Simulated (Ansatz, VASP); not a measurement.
**GaN: VASP beside Ansatz**

```xyz
4
Lattice="3.1889 0.0000 0.0000 -1.5945 2.7617 0.0000 0.0000 0.0000 5.1924" Properties=species:S:1:pos:R:3 pbc="T T T"
Ga    1.5945    0.9206    2.5914
Ga    0.0000    1.8411    5.1876
N     1.5945    0.9206    4.5481
N     0.0000    1.8411    1.9519
```

Alike in both runs: task relaxation of cell and atoms; functional PBE; k mesh 9 × 9 × 6; occupations gaussian, width 0.02 eV; no spin polarisation.

```csv
,VASP,Ansatz
version,VASP 6.6.1,Ansatz 0.2.0
potentials or method,"VASP PAW PBE potentials, release 64 (Ga_d, N), cutoff 600 eV","scalar-relativistic, plane waves, PAW"
valence electrons in the cell,36,36
```

|  | VASP | Ansatz | Ansatz less VASP |
| --- | --- | --- | --- |
| gap on the k mesh at the Fermi level, each at its own relaxed structure (eV) | 1.72 | 1.71 | -0.010 |
| relaxed volume (Å³/atom) | 11.75 | 11.76 | +0.006 |
| relaxed length of the cell vector where the two differ most in proportion (Å) | 5.241 | 5.243 | +0.0016 |
